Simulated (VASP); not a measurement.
A run of VASP 6.6.1:

POSCAR

```
MgI2
1.0
    4.1291190293     -0.0000002887      0.0000000000
   -2.0645592647      3.5759221190      0.0000000000
    0.0000000000      0.0000000000     44.2065080000
Mg I
2 4
Direct
    0.0000000000      0.0000000000      0.1937108333
    0.3333333333      0.6666666667      0.3491958333
    0.3333333333      0.6666666667      0.2316593333
    0.6666666667      0.3333333333      0.1556768333
    0.6666666667      0.3333333333      0.3872298333
    0.0000000000      0.0000000000      0.3112473333
```

The input INCAR.step1:

```
PREC = Accurate
ENCUT = 520
ISMEAR = 0
SIGMA = 0.02
LREAL = F
LASPH = T
NELM = 80
LDIPOL = T
IDIPOL = 3
DIPOL = 0.5 0.5 0.271
NBANDS = 25
GGA = PE
ALGO = Normal
EDIFF = 1E-4
LWAVE = T
LCHARG = F
```

File INCAR.step2:

```
PREC = Accurate
ENCUT = 520
EDIFF = 1E-6
ISMEAR = 0
SIGMA = 0.02
LREAL = F
LASPH = T
NELM = 80
ALGO = Normal
ISIF = 2
LWAVE = F
LCHARG = F
LDIPOL = T
IDIPOL = 3
DIPOL = 0.5 0.5 0.271
METAGGA = R2SCAN
LMIXTAU = T
NBANDS = 25
ISTART = 1
```

The input KPOINTS:

```
Automatic mesh
0
Gamma
  6 6 1
```

Potentials or basis: VASP PAW PBE potentials, release 64 (Mg, I).

Launch:

```bash
$ cat potpaw_PBE.64/Mg/POTCAR potpaw_PBE.64/I/POTCAR > POTCAR
$ cp INCAR.step1 INCAR
$ mpirun -np 1 vasp_std > vasp.out
$ cp INCAR.step2 INCAR
$ mpirun -np 1 vasp_std > vasp.out
```

Hardware: 1 thread of Oxide Virtual Turin-like Processor (shared host).

Task: Estimate the wall time of this run.

Result: Run time: 26 min on 1 thread of Oxide Virtual Turin-like Processor (shared host), peak memory 0.78 GiB. Counts: k points 7.
